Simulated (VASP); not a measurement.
Set up this calculation in VASP 6.6.1, as the native input.

```yaml
Task: single point
Functional: PBE
Potentials_or_basis: VASP PAW PBE potentials, release 64 (As)
Cutoff: 500 eV
k_mesh: 15 × 15 × 15
Occupations: tetrahedron
Spin: no spin polarisation
Dipole_correction: no
Further_INCAR_settings: ALGO = Normal; EDIFF = 1e-06; NBANDS = 8
```

The structure of As lies in POSCAR:

```
As
1.0
    2.0598875795      0.0000000000      0.0000000000
    0.0000000000      2.0598875795      0.0000000000
    0.0000000000      0.0000000000      2.0598875795
As
1
Direct
    0.0000000000      0.0000000000      0.0000000000
```

The input as run:

INCAR

```
PREC = Accurate ; ENCUT = 500
EDIFF = 1E-6 ; ISMEAR = -4
SIGMA = 0.1 ; LREAL = False
LASPH = True ; NELM = 120
ALGO = Normal ; ISIF = 2
LWAVE = False ; LCHARG = True
GGA = PE ; LELF = True
LVHAR = True ; NBANDS = 8
GGA_COMPAT = False
```

KPOINTS

```
Automatic mesh
0
Gamma
  15 15 15
```

Potentials or basis: VASP PAW PBE potentials, release 64 (As).

Command:

```console
$ cat potpaw_PBE.64/As/POTCAR > POTCAR
$ mpirun -np 1 vasp_std > vasp.out
```

Results of the run:

The pressure is 444.7 GPa.

It took 18 s on 1 thread of AMD EPYC 7R13 (shared host), peak memory 0.09 GiB.
